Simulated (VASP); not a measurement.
# Sb (Pm-3m) in VASP: further runs

Sb is run at these levels: PBE; tasks: single point.

Everything below comes from runs of VASP 6.6.1. Logs are shortened: lines on timing, memory, paths and dates and some standing lists are left out, and cuts for length are marked.

**1. The cell of the first run**

The structure is cubic, space group Pm-3m (No. 221). Conventional cell: a = 3.083 Å, b = 3.083 Å, c = 3.083 Å, α = 90.00°, β = 90.00°, γ = 90.00°. Sb (site symmetry m-3m) has 6 Sb at 3.08 Å within 4.1 Å.

**2. Single point, PBE**

INCAR reads:

```
SYSTEM = Sb
PREC = Accurate
ENCUT = 500
EDIFF = 1E-6
ISMEAR = 0
SIGMA = 0.1
LREAL = .False.
LASPH = .True.
NELM = 120
ALGO = Normal
ISIF = 2
LWAVE = .False.
LCHARG = .False.
GGA = PE
NBANDS = 8
GGA_COMPAT = .False.
```

KPOINTS reads:

```
Automatic mesh
0
Gamma
  6 6 6
  0 0 0
```

POSCAR reads:

```
Sb
1.0
    3.0833436100      0.0000000000      0.0000000000
    0.0000000000      3.0833436100      0.0000000000
    0.0000000000      0.0000000000      3.0833436100
Sb
1
Direct
    0.0000000000      0.0000000000      0.0000000000
```

Potentials or basis: VASP PAW PBE potentials, release 64 (Sb).

Run with:

```bash
$ cat potpaw_PBE.64/Sb/POTCAR > POTCAR
$ mpirun -np 1 vasp_std > vasp.out
```

OUTCAR:

```text
SYSTEM = Sb
   PREC = Accurate
   ENCUT = 500
   EDIFF = 1E-6
   ISMEAR = 0
   LREAL = .False.
   LASPH = .True.
   NELM = 120
   ISIF = 2
   GGA = PE

 ion  position               nearest neighbor table
   1  0.000  0.000  0.000-

  LATTYP: Found a simple cubic cell.
 ALAT       =     3.0833436100

  Lattice vectors:

 A1 = (   3.0833436100,   0.0000000000,   0.0000000000)
 A2 = (   0.0000000000,   3.0833436100,   0.0000000000)
 A3 = (   0.0000000000,   0.0000000000,   3.0833436100)

Analysis of symmetry for initial positions (statically):
=====================================================================
 Subroutine PRICEL returns:
 Original cell was already a primitive cell.

 Routine SETGRP: Setting up the symmetry group for a
 simple cubic supercell.

 Subroutine GETGRP returns: Found 48 space group operations
 (whereof 48 operations were pure point group operations)
 out of a pool of 48 trial point group operations.

The static configuration has the point symmetry O_h .

Analysis of symmetry for dynamics (positions and initial velocities):
=====================================================================
 Subroutine PRICEL returns:
 Original cell was already a primitive cell.

 Routine SETGRP: Setting up the symmetry group for a
 simple cubic supercell.

 Subroutine GETGRP returns: Found 48 space group operations
 (whereof 48 operations were pure point group operations)
 out of a pool of 48 trial point group operations.

The dynamic configuration has the point symmetry O_h .

 Subroutine INISYM returns: Found 48 space group operations
 (whereof 48 operations are pure point group operations),
 and found     1 'primitive' translations

----------------------------------------------------------------------------------------

                                     Primitive cell

  volume of cell :      29.3134

  direct lattice vectors                    reciprocal lattice vectors
     3.083343610  0.000000000  0.000000000     0.324323243  0.000000000  0.000000000
     0.000000000  3.083343610  0.000000000     0.000000000  0.324323243  0.000000000
     0.000000000  0.000000000  3.083343610     0.000000000  0.000000000  0.324323243

  length of vectors
     3.083343610  3.083343610  3.083343610     0.324323243  0.324323243  0.324323243

  position of ions in fractional coordinates (direct lattice)
     0.000000000  0.000000000  0.000000000

  ion indices of the primitive-cell ions
   primitive index   ion index
                 1           1

----------------------------------------------------------------------------------------

 KPOINTS: Automatic mesh

Automatic generation of k-mesh.
 Grid dimensions read from file:
 generate k-points for:    6    6    6

 Generating k-lattice:

  Cartesian coordinates                     Fractional coordinates (reciprocal lattice)
     0.054053874  0.000000000  0.000000000     0.166666667  0.000000000  0.000000000
     0.000000000  0.054053874  0.000000000     0.000000000  0.166666667  0.000000000
     0.000000000  0.000000000  0.054053874     0.000000000  0.000000000  0.166666667

  Length of vectors
     0.054053874  0.054053874  0.054053874

  Shift w.r.t. Gamma in fractional coordinates (k-lattice)
     0.000000000  0.000000000  0.000000000

 Subroutine IBZKPT returns following result:
 ===========================================

 Found     20 irreducible k-points:

 Following reciprocal coordinates:
            Coordinates               Weight
  0.000000  0.000000  0.000000      1.000000
  0.166667  0.000000  0.000000      6.000000
  0.333333  0.000000  0.000000      6.000000
  0.500000  0.000000  0.000000      3.000000
  0.166667  0.166667  0.000000     12.000000
  0.333333  0.166667  0.000000     24.000000
[... 12 lines left out ...]
  0.500000  0.500000  0.333333      6.000000
  0.500000  0.500000  0.500000      1.000000
   k-points           NKPTS =     20   k-points in BZ     NKDIM =     20   number of bands    NBANDS=      8
   number of dos      NEDOS =    301   number of ions     NIONS =      1
   total plane-waves  NPLWV =  13824
   dimension x,y,z NGX =    24 NGY =   24 NGZ =   24
   dimension x,y,z NGXF=    48 NGYF=   48 NGZF=   48
   ions per type =               1
   NGX,Y,Z   is equivalent  to a cutoff of  12.94, 12.94, 12.94 a.u.
   NGXF,Y,Z  is equivalent  to a cutoff of  25.88, 25.88, 25.88 a.u.
 SYSTEM =  Sb
   PREC   = accura    normal or accurate (medium, high low for compatibility)
   ISTART =      0    job   : 0-new  1-cont  2-samecut
   ICHARG =      2    charge: 1-file 2-atom 10-const
   ISPIN  =      1    spin polarized calculation?
   LNONCOLLINEAR =      F non collinear calculations
   LSORBIT =      F    spin-orbit coupling
   LASPH  =      T    aspherical Exc in radial PAW
   ENCUT  =  500.0 eV  36.75 Ry    6.06 a.u.   5.62  5.62  5.62*2*pi/ulx,y,z
   NELM   =    120;   NELMIN=  2; NELMDL= -5     # of ELM steps
   EDIFF  = 0.1E-05   stopping-criterion for ELM
   LREAL  =      F    real-space projection
   EDIFFG = 0.1E-04   stopping-criterion for IOM
   NSW    =      0    number of steps for IOM
   IBRION =     -1    ionic relax: 0-MD 1-quasi-New 2-CG
   NFREE  =      0    steps in history (QN), initial steepest desc. (CG)
   ISIF   =      2    stress and relaxation
   ISYM   =      2    0-nonsym 1-usesym 2-fastsym
   POTIM  = 0.5000    time-step for ionic-motion
   TEBEG  =    0.0;   TEEND  =   0.0 temperature during run
   PSTRESS=    0.0 pullay stress
   NELECT =       5.0000    total number of electrons
   NUPDOWN=      -1.0000    fix difference up-down
   EMIN   =  10.00;   EMAX   =-10.00  energy-range for DOS
   EFERMI =   0.00;   METHOD = LEGACY
   ISMEAR =     0;   SIGMA  =   0.10  broadening in eV -4-tet -1-fermi 0-gaus
   EFERMI_NEDOS =   21; number of points for ismear=-14 and -15
   IALGO  =     38    algorithm
   IMIX   =      4    mixing-type and parameters
     AMIX     =   0.40;   BMIX     =  1.00
     AMIX_MAG =   1.60;   BMIX_MAG =  1.00
  volume/ion in A,a.u.               =      29.31       197.82
  Fermi-wavevector in a.u.,A,eV,Ry     =   0.907910  1.715702 11.215296  0.824301
  Thomas-Fermi vector in A             =   2.031774
   LORBIT       =      0    0 simple, 1 ext, 2 COOP (PROOUT), +10 PAW based schemes
   GGA     = PE    functional components
   LHFCALC =     F    Hartree Fock is set to
   AEXX    =    0.0000 exact exchange contribution
   IVDW    =     0    specifies the selected vdW correction
   LEPSILON=     F    determine dielectric tensor
   LRPA    =     F    only Hartree local field effects (RPA)
 non-spin polarized calculation
 Gauss-broadening in eV      SIGMA  =   0.10
  energy-cutoff  :      500.00
  volume of cell :       29.31
 maximum number of plane-waves:       768
 NGX is ok and might be reduce to    24
   NGX = 11   NGY = 11   NGZ = 11

 number of electron       4.9999999 magnetization

 Free energy of the ion-electron system (eV)
  ---------------------------------------------------
  ext. energy  EPLUGINS =         0.00000000
  ---------------------------------------------------
  free energy    TOTEN  =        -4.11333201 eV

  energy without entropy =       -4.10788175  energy(sigma->0) =       -4.11060688

 E-fermi :   7.6269     XC(G=0):  -9.6936

 val. band max:        7.5894586945   @ k =   0.1667   0.1667   0.0000
 cond. band min:       7.6643676247   @ k =   0.5000   0.3333   0.3333
 fundamental gap:      0.0749089303
 Fermi energy:         7.6269187430

 k-point     1 :       0.0000    0.0000    0.0000
  band No.  band energies     occupation
      1      -5.1574      2.00000
      2      10.6759      0.00000
      3      10.6759      0.00000
      4      10.6759      0.00000
      5      14.2991      0.00000
      6      14.2991      0.00000
      7      15.7369      0.00000
      8      25.1060      0.00000

 k-point     2 :       0.1667    0.0000    0.0000
  band No.  band energies     occupation
      1      -4.7511      2.00000
      2       7.3670      1.99976
      3      11.0722      0.00000
      4      11.0722      0.00000
      5      14.6192      0.00000
      6      15.4901      0.00000
      7      18.7103      0.00000
      8      22.8069      0.00000

 k-point     3 :       0.3333    0.0000    0.0000
  band No.  band energies     occupation
      1      -3.6297      2.00000
      2       3.5612      2.00000
      3      12.0617      0.00000
      4      12.0617      0.00000
      5      15.5323      0.00000
      6      16.6019      0.00000
      7      20.1296      0.00000
      8      20.1296      0.00000

 k-point     4 :       0.5000    0.0000    0.0000
  band No.  band energies     occupation
      1      -2.6723      2.00000
      2       1.6640      2.00000
      3      12.7426      0.00000
      4      12.7426      0.00000
      5      16.4133      0.00000
      6      18.0122      0.00000
      7      18.8570      0.00000
      8      18.8597      0.00000

 k-point     5 :       0.1667    0.1667    0.0000
  band No.  band energies     occupation
      1      -4.3444      2.00000
      2       7.5895      1.40373
      3       7.9433      0.00001
      4      11.4704      0.00000
      5      15.3503      0.00000
      6      18.4929      0.00000
      7      18.6150      0.00000
      8      20.3511      0.00000
[... 133 lines left out ...]
 k-point    18 :       0.5000    0.3333    0.3333
  band No.  band energies     occupation
      1       0.5170      2.00000
      2       4.3764      2.00000
      3       6.7514      2.00000
      4       7.6644      0.59638
      5      12.0738      0.00000
      6      12.9121      0.00000
      7      15.0542      0.00000
      8      18.0765      0.00000

 k-point    19 :       0.5000    0.5000    0.3333
  band No.  band energies     occupation
      1       1.6447      2.00000
      2       5.0629      2.00000
      3       5.0629      2.00000
      4       7.9904      0.00000
      5      10.9764      0.00000
      6      13.5713      0.00000
      7      13.5713      0.00000
      8      16.2698      0.00000

 k-point    20 :       0.5000    0.5000    0.5000
  band No.  band energies     occupation
      1       2.9448      2.00000
      2       5.7115      2.00000
      3       5.7115      2.00000
      4       5.7115      2.00000
      5      12.1677      0.00000
      6      12.1677      0.00000
      7      12.1677      0.00000
      8      14.2681      0.00000

------------------------ aborting loop because EDIFF is reached ----------------------------------------

  FORCE on cell =-STRESS in cart. coord.  units (eV):
  Direction    XX          YY          ZZ          XY          YZ          ZX
  --------------------------------------------------------------------------------------
  -------------------------------------------------------------------------------------
  Total        0.3246570      0.3246570      0.3246570     -0.0000000     -0.0000000     -0.0000000
  in kB       17.7447381     17.7447381     17.7447381     -0.0000000     -0.0000000     -0.0000000
  external PRESSURE =      17.7447381 kB  Pullay stress =       0.0000000 kB

 VOLUME and BASIS-vectors are now :
 -----------------------------------------------------------------------------
  energy-cutoff  :      500.00
  volume of cell :       29.31
      direct lattice vectors                 reciprocal lattice vectors
     3.083343610  0.000000000  0.000000000     0.324323243  0.000000000  0.000000000
     0.000000000  3.083343610  0.000000000     0.000000000  0.324323243  0.000000000
     0.000000000  0.000000000  3.083343610     0.000000000  0.000000000  0.324323243

 POSITION                                       TOTAL-FORCE (eV/Angst)
 -----------------------------------------------------------------------------------
      0.00000      0.00000      0.00000         0.000000      0.000000      0.000000
 -----------------------------------------------------------------------------------
    total drift:                               -0.000000      0.000000      0.000000

  FREE ENERGIE OF THE ION-ELECTRON SYSTEM (eV)
  ---------------------------------------------------
  free  energy   TOTEN  =        -4.1133320111 eV

  energy  without entropy=       -4.1078817516  energy(sigma->0) =       -4.11060688
```

Wall time 2.2 s (1 thread of Intel Xeon 6975P-C (Granite Rapids), shared host); peak memory 0.13 GiB.

What came out:

```yaml
Free_energy: -4.1133 eV
Pressure: 1.8 GPa
```

Caveat: spin-orbit coupling is left out, which moves the levels of the heavy elements.

**3. Single point, PBE**

This run uses another cell than the first one, of 30.10 Å³/atom, 1.027 times its volume.

INCAR reads:

```
SYSTEM = Sb
PREC = Accurate ; ENCUT = 500
EDIFF = 1E-6 ; ISMEAR = 0
SIGMA = 0.1 ; LREAL = .FALSE.
LASPH = .TRUE. ; NELM = 120
ALGO = Normal ; ISIF = 2
LWAVE = .FALSE. ; LCHARG = .FALSE.
GGA = PE ; NBANDS = 8
GGA_COMPAT = .FALSE.
```

KPOINTS reads:

```
Automatic mesh
0
G
  14 14 14
  0 0 0
```

POSCAR reads:

```
Sb
1.0
    3.1106002601      0.0000000000      0.0000000000
    0.0000000000      3.1106002601      0.0000000000
    0.0000000000      0.0000000000      3.1106002601
Sb
1
Direct
    0.0000000000      0.0000000000      0.0000000000
```

Potentials or basis: VASP PAW PBE potentials, release 64 (Sb).

Run with:

```bash
$ cat potpaw_PBE.64/Sb/POTCAR > POTCAR
$ mpirun -np 1 vasp_std > vasp.out
```

OUTCAR:

```text
SYSTEM = Sb
   PREC = Accurate
   ENCUT = 500
   EDIFF = 1E-6
   ISMEAR = 0
   LREAL = .FALSE.
   LASPH = .TRUE.
   NELM = 120
   ISIF = 2
   GGA = PE

 ion  position               nearest neighbor table
   1  0.000  0.000  0.000-

  LATTYP: Found a simple cubic cell.
 ALAT       =     3.1106002601

  Lattice vectors:

 A1 = (   3.1106002601,   0.0000000000,   0.0000000000)
 A2 = (   0.0000000000,   3.1106002601,   0.0000000000)
 A3 = (   0.0000000000,   0.0000000000,   3.1106002601)

Analysis of symmetry for initial positions (statically):
=====================================================================
 Subroutine PRICEL returns:
 Original cell was already a primitive cell.

 Routine SETGRP: Setting up the symmetry group for a
 simple cubic supercell.

 Subroutine GETGRP returns: Found 48 space group operations
 (whereof 48 operations were pure point group operations)
 out of a pool of 48 trial point group operations.

The static configuration has the point symmetry O_h .

Analysis of symmetry for dynamics (positions and initial velocities):
=====================================================================
 Subroutine PRICEL returns:
[... 154 lines left out ...]
  energy without entropy =       -4.09257616  energy(sigma->0) =       -4.09447351

 E-fermi :   6.9620     XC(G=0):  -9.5844

 val. band max:        6.9351260756   @ k =   0.4286   0.2857   0.2857
 cond. band min:       6.9815975020   @ k =   0.2143   0.2143   0.1429
 fundamental gap:      0.0464714265
 Fermi energy:         6.9620293356

 k-point     1 :       0.0000    0.0000    0.0000
  band No.  band energies     occupation
      1      -5.2925      2.00000
      2      10.2696      0.00000
      3      10.2696      0.00000
      4      10.2696      0.00000
      5      13.9354      0.00000
      6      13.9354      0.00000
      7      15.2355      0.00000
      8      24.6118      0.00000
[... 243 lines left out ...]
 k-point    24 :       0.3571    0.2143    0.0000
  band No.  band energies     occupation
      1      -2.9782      2.00000
      2       3.5210      2.00000
      3       7.4646      0.00000
      4      12.3715      0.00000
      5      14.0838      0.00000
      6      16.5069      0.00000
      7      19.8599      0.00000
      8      20.0489      0.00000

 [... further k-points ...]
[... 5 lines left out ...]
  --------------------------------------------------------------------------------------
  -------------------------------------------------------------------------------------
  Total       -0.0055766     -0.0055766     -0.0055766     -0.0000000     -0.0000000      0.0000000
  in kB       -0.2968576     -0.2968576     -0.2968576     -0.0000000     -0.0000000      0.0000000
  external PRESSURE =      -0.2968576 kB  Pullay stress =       0.0000000 kB

 VOLUME and BASIS-vectors are now :
 -----------------------------------------------------------------------------
  energy-cutoff  :      500.00
  volume of cell :       30.10
      direct lattice vectors                 reciprocal lattice vectors
     3.110600260  0.000000000  0.000000000     0.321481359  0.000000000  0.000000000
     0.000000000  3.110600260  0.000000000     0.000000000  0.321481359  0.000000000
     0.000000000  0.000000000  3.110600260     0.000000000  0.000000000  0.321481359

 POSITION                                       TOTAL-FORCE (eV/Angst)
 -----------------------------------------------------------------------------------
      0.00000      0.00000      0.00000         0.000000      0.000000      0.000000
 -----------------------------------------------------------------------------------
    total drift:                               -0.000000      0.000000      0.000000

  FREE ENERGIE OF THE ION-ELECTRON SYSTEM (eV)
  ---------------------------------------------------
  free  energy   TOTEN  =        -4.0963708655 eV

  energy  without entropy=       -4.0925761594  energy(sigma->0) =       -4.09447351
```

stdout:

```text
POSCAR found type information on POSCAR Sb
 POSCAR found :  1 types and       1 ions
 scaLAPACK will be used
 LDA part: xc-table for (Slater+PW92), standard interpolation
 POSCAR, INCAR and KPOINTS ok, starting setup
 FFT: planning ... GRIDC
 FFT: planning ... GRID_SOFT
 FFT: planning ... GRID
 WAVECAR not read
 entering main loop
```

Wall time 5.8 s (1 thread of Intel Xeon 6975P-C (Granite Rapids), shared host); peak memory 0.15 GiB.

Results:

* Free energy: -4.0964 eV
* Pressure: 0.0 GPa

Caveat: spin-orbit coupling is left out, which moves the levels of the heavy elements.
